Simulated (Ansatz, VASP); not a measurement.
# One calculation of AlGaN, two programs

```xyz
3
Lattice="3.6418 0.0000 0.0000 -1.8209 3.1538 0.0000 0.0000 0.0000 3.5223" Properties=species:S:1:pos:R:3 pbc="T T T"
Al    0.0000    0.0000    1.7612
Ga    0.0000    2.1026    0.0000
N     1.8209    1.0513    0.0000
```

Change from the starting cell: species swapped into the ErNiAs type (P-6m2, No. 187).

Alike in both runs: task single point; functional PBE; k mesh 6 × 6 × 6; occupations gaussian, width 0.1 eV; no spin polarisation.

|  | VASP | Ansatz |
| --- | --- | --- |
| version | VASP 6.6.1 | Ansatz 0.2.0 |
| potentials or method | VASP PAW PBE potentials, release 64 (Al, Ga_d, N), cutoff 520 eV | scalar-relativistic, plane waves, PAW |
| valence electrons in the cell | 21 | 21 |

Ansatz gave:

| Quantity | Value |
| --- | --- |
| gap on the k mesh at the Fermi level (eV) | none |
| pressure (GPa) | 2.7 |
| traceless stress, the component that is largest in VASP (GPa) | 8.42 |

Estimate VASP's values.

gap on the k mesh at the Fermi level (eV): none; pressure (GPa): 2.8; traceless stress, the component that is largest in VASP (GPa): 8.25.

A gap of «none» marks a metal or a gap that the smearing closes. The functional is the same, so the differences come from potentials, cutoffs and numerics.
